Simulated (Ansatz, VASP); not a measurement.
**SnO in VASP and in Ansatz**

INCAR

```
SYSTEM = SnO
PREC = Accurate ; ENCUT = 520
EDIFF = 1E-7 ; ISMEAR = 0
SIGMA = 0.15 ; LREAL = .False.
LASPH = .True. ; NELM = 100
ALGO = Normal ; ISIF = 2
LWAVE = .False. ; LCHARG = .True.
GGA = PS ; LELF = .True.
LVHAR = .True. ; NBANDS = 28
```

KPOINTS

```
Automatic mesh
0
Gamma
  10 10 8
  0 0 0
```

File POSCAR:

```
SnO
1.0
    3.5380000000      0.0000000000      0.0000000000
    0.0000000000      3.5380000000      0.0000000000
    0.0000000000      0.0000000000      4.5130000000
Sn O
2 2
Direct
    0.0000000000      0.5000000000      0.2424656060
    0.5000000000      0.0000000000      0.7575343940
    0.0000000000      0.0000000000      0.0000000000
    0.5000000000      0.5000000000      0.0000000000
```

Input for Ansatz:

```yaml
crystal:
  lattice:
    - [3.538, 0.0, 0.0]
    - [0.0, 3.538, 0.0]
    - [0.0, 0.0, 4.513]
  atoms:
    - { symbol: Sn, position: [0.0, 0.5, 0.242465606] }
    - { symbol: Sn, position: [0.5, 0.0, 0.757534394] }
    - { symbol: O, position: [0.0, 0.0, 0.0] }
    - { symbol: O, position: [0.5, 0.5, 0.0] }
basis:
  ecutwfc: 520.0
kpoints:
  mp_grid: { grid: [10, 10, 8] }
hamiltonian:
  xc: pbesol
  pseudopotentials: { kind: paw, azcp: { folder: soft_1 } }
scf:
  occupations: { method: gaussian, width: 0.15 }
output:
  forces: true
  stress: true
  eigenvalues: true
```

Alike in both runs: task single point; functional PBEsol; k mesh 10 × 10 × 8; occupations gaussian, width 0.15 eV; no spin polarisation.

|  | VASP | Ansatz |
| --- | --- | --- |
| version | VASP 6.6.1 | Ansatz 0.2.0 |
| potentials or method | VASP PAW PBE potentials, release 64 (Sn_d, O), cutoff 520 eV | scalar-relativistic, plane waves, PAW |
| valence electrons in the cell | 40 | 40 |

VASP gave:

| Item | Value |
| --- | --- |
| gap on the k mesh at the Fermi level (eV) | none |
| rms of the force components (eV/Å) | 1.523 |

Q: Which values does Ansatz return?

A: gap on the k mesh at the Fermi level (eV): none; rms of the force components (eV/Å): 1.455.

VASP's potentials were made for PBE, not for PBEsol, and Ansatz warns of the same on its side. Atom by atom the forces differ by 0.068 eV/Å (rms over components). A gap of «none» marks a metal or a gap that the smearing closes. With one functional, cell and mesh, what is left measures potentials, basis and numerics.
